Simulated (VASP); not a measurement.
**As: single point with PBE**

The system is As.

```
CELL_PARAMETERS angstrom
-2.12630 2.12630 1.13537
2.12630 -2.12630 1.13537
2.12630 2.12630 -1.13537
ATOMIC_POSITIONS crystal
As 0.62500 0.87500 0.75000
As 0.37500 0.12500 0.25000
```

```yaml
Program: VASP 6.6.1
Task: single point
Functional: PBE
Potentials_or_basis: VASP PAW PBE potentials, release 64 (As_d)
Cutoff: 600 eV
k_mesh: 19 × 19 × 19
Occupations: fermi-dirac, width 0.08 eV
Spin: no spin polarisation
Dipole_correction: no
Further_INCAR_settings: ALGO = Normal; EDIFF = 1e-06; NBANDS = 22
```

| Item | Value |
| --- | --- |
| Pressure | 221.2 GPa |
| Band gap on the k mesh | zero (bands 15 and 16 overlap by 8.41 eV) |

Stress tensor (GPa, compression positive):
```
221.10   0.00   0.00
  0.00 221.10   0.00
  0.00   0.00 221.30
```

Levels at points of the mesh, in eV from the Fermi level:
```
           k point  band 11  band 12  band 13  band 14  band 15  band 16  band 17  band 18  band 19  band 20
(0.00, 0.00, 0.00)   -23.49    -8.15    -8.15    -7.08    -1.23     7.88     7.88     9.34    10.51    11.97
```

It took 4.2 min on 1 thread of Intel(R) Xeon(R) Platinum 8259CL CPU @ 2.50GHz (Skylake/Cascade Lake) (shared host), peak memory 0.35 GiB.

Caveat: the cell stands under pressure.
